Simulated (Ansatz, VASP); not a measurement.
**One calculation of MgO, two programs**

Contents of INCAR:

```
SYSTEM = MgO
PREC = Accurate
ENCUT = 520
EDIFF = 1E-7
ISMEAR = 0
SIGMA = 0.05
LREAL = .FALSE.
LASPH = .TRUE.
NELM = 100
ALGO = Normal
ISIF = 2
LWAVE = .FALSE.
LCHARG = .TRUE.
GGA = PS
LELF = .TRUE.
LVHAR = .TRUE.
NBANDS = 11
```

KPOINTS

```
Automatic mesh
0
G
  10 10 10
  0 0 0
```

File POSCAR:

```
MgO
1.0
   -0.4566396466      1.9052895601      1.9052895601
    1.9052895601     -0.4566396466      1.9052895601
    1.9052895601      1.9052895601     -0.4566396466
Mg O
1 1
Direct
    0.0000000000      0.0000000000      0.0000000000
    0.5000000000      0.5000000000      0.5000000000
```

Input for Ansatz:

```yaml
crystal:
  lattice:
    - [-0.4566396466, 1.9052895601, 1.9052895601]
    - [1.9052895601, -0.4566396466, 1.9052895601]
    - [1.9052895601, 1.9052895601, -0.4566396466]
  atoms:
    - { symbol: Mg, position: [0.0, 0.0, 0.0] }
    - { symbol: O, position: [0.5, 0.5, 0.5] }
basis:
  ecutwfc: 420
kpoints:
  mp_grid: { grid: [10, 10, 10] }
hamiltonian:
  xc: pbesol
scf:
  occupations: { method: gaussian, width: 0.05 }
output:
  forces: true
  stress: true
  eigenvalues: true
```

Alike in both runs: task single point; functional PBEsol; k mesh 10 × 10 × 10; occupations gaussian, width 0.05 eV; no spin polarisation.

|  | VASP | Ansatz |
| --- | --- | --- |
| version | VASP 6.6.1 | Ansatz 0.2.0 |
| potentials or method | VASP PAW PBE potentials, release 64 (Mg, O), cutoff 520 eV | scalar-relativistic, plane waves, PAW |
| valence electrons in the cell | 8 | 16 |

|  | VASP | Ansatz | Ansatz less VASP |
| --- | --- | --- | --- |
| gap on the k mesh at the Fermi level (eV) | 2.91 | 2.91 | +0.005 |
| least direct gap on the mesh (eV) | 2.91 | 2.91 | +0.005 |
| pressure (GPa) | -0.9 | -0.4 | +0.53 |
| traceless stress, the component that is largest in VASP (GPa) | 14.42 | 14.34 | -0.084 |

VASP's potentials were made for PBE, not for PBEsol. VASP's potentials hold 8 valence electrons a cell and Ansatz's 16, so a difference there can come from the potentials and not from the codes.
